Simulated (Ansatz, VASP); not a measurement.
Two plane-wave programs on SnTe

```
Sn Te
1.0
     0.00000    3.42545    3.42545
     3.42545    0.00000    3.42545
     3.42545    3.42545    0.00000
Sn Te
1 1
Direct
  0.00000 0.00000 0.00000
  0.25000 0.25000 0.25000
```

Change from the starting cell: volume scaled by 0.94, PAW files.

Alike in both runs: task single point; functional LDA; k mesh 12 × 12 × 12; occupations fermi-dirac, width 0.1 eV; no spin polarisation.

|  | VASP | Ansatz |
| --- | --- | --- |
| version | VASP 6.6.1 | Ansatz 0.2.0 |
| potentials or method | VASP PAW LDA potentials, release 64 (Sn_d, Te) | PAW with Ansatz's default frozen-core files, scalar-relativistic |
| plane-wave cutoff (eV) | 520 | 420 |
| valence electrons in the cell | 20 | 30 |

```tsv
	VASP	Ansatz	Ansatz less VASP
pressure (GPa)	2.0	2.0	-0.03
```

LDA's correlation is that of Perdew and Zunger in VASP and of Perdew and Wang (1992) in Ansatz. VASP's potentials hold 20 valence electrons a cell and Ansatz's 30, so a difference there can come from the potentials and not from the codes.

Neither program's run includes spin-orbit coupling.
